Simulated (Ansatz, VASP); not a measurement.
## One calculation of LaHg2, two programs

```
CELL_PARAMETERS angstrom
5.05524 0.00000 0.00000
-2.52762 4.37797 0.00000
0.00000 0.00000 3.71139
ATOMIC_POSITIONS crystal
La 0.00000 0.00000 0.00000
Hg 0.33333 0.66667 0.50000
Hg 0.66667 0.33333 0.50000
```

Change from the starting cell: volume scaled by 1.06, PAW files.

Alike in both runs: task electric field gradients; functional LDA; k mesh 8 × 8 × 9; occupations fermi-dirac, width 0.08 eV; no spin polarisation.

|  | VASP | Ansatz |
| --- | --- | --- |
| version | VASP 6.6.1 | Ansatz 0.2.0 |
| potentials or method | VASP PAW LDA potentials, release 64 (La, Hg) | PAW with Ansatz's default frozen-core files, scalar-relativistic |
| plane-wave cutoff (eV) | 520 | 420 |
| valence electrons in the cell | 35 | 51 |

Ansatz gave:

```
pressure (GPa)                                                : -6.0
traceless stress, the component that is largest in VASP (GPa) : 0.43
size of Vzz on the site where it differs most (V/Å²)          : 258.3
```

Q: Which values does VASP return?

A: Pressure (GPa): -5.7; traceless stress, the component that is largest in VASP (GPa): 0.22; size of Vzz on the site where it differs most (V/Å²): 287.3.

LDA's correlation is that of Perdew and Zunger in VASP and of Perdew and Wang (1992) in Ansatz. VASP's potentials hold 35 valence electrons a cell and Ansatz's 51, so a difference there can come from the potentials and not from the codes.

Spin-orbit coupling is off throughout.
